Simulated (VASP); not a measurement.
Set up this calculation in VASP 6.6.1, as the native input.

```yaml
Task: single point
Functional: PBEsol
Potentials_or_basis: VASP PAW PBE potentials, release 64 (Ga_d, As)
Cutoff: 500 eV
k_mesh: 10 × 10 × 10
Occupations: gaussian, width 0.01 eV
Spin: no spin polarisation
Dipole_correction: no
Further_INCAR_settings: ALGO = Normal; EDIFF = 1e-06; NBANDS = 16
```

The structure of GaAs lies in POSCAR:

```
GaAs
1.0
    0.0000000000      2.8386248158      2.8012231336
    2.8386248158      0.0000000000      2.8012231336
    2.8386248158      2.8386248158      0.0000000000
Ga As
1 1
Direct
    0.0000000000      0.0000000000      0.0000000000
    0.2500000000      0.2500000000      0.2500000000
```

One way to write it, as run:

INCAR

```
  PREC = Accurate
  ENCUT = 500
  EDIFF = 1E-6
  ISMEAR = 0
  SIGMA = 0.01
  LREAL = F
  LASPH = T
  NELM = 120
  ALGO = Normal
  ISIF = 2
  LWAVE = F
  LCHARG = F
  GGA = PS
  NBANDS = 16
  GGA_COMPAT = F
```

KPOINTS

```
regular mesh
0
Gamma
  10 10 10
```

Potentials or basis: VASP PAW PBE potentials, release 64 (Ga_d, As).

Launch:

```sh
$ cat potpaw_PBE.64/Ga_d/POTCAR potpaw_PBE.64/As/POTCAR > POTCAR
$ mpirun -np 1 vasp_std > vasp.out
```

Results of the run:

```json
{
  "Pressure": "0.4 GPa",
  "Band gap on the k mesh": "0.41 eV"
}
```

Caveat: semilocal functionals underestimate gaps, and a narrow one can read as zero; the PAW data sets were made with another functional, which shifts forces and pressure a little.

Wall time 3.1 min on 1 thread of Intel Xeon 8259CL, with other jobs on the host, peak memory 0.22 GiB.
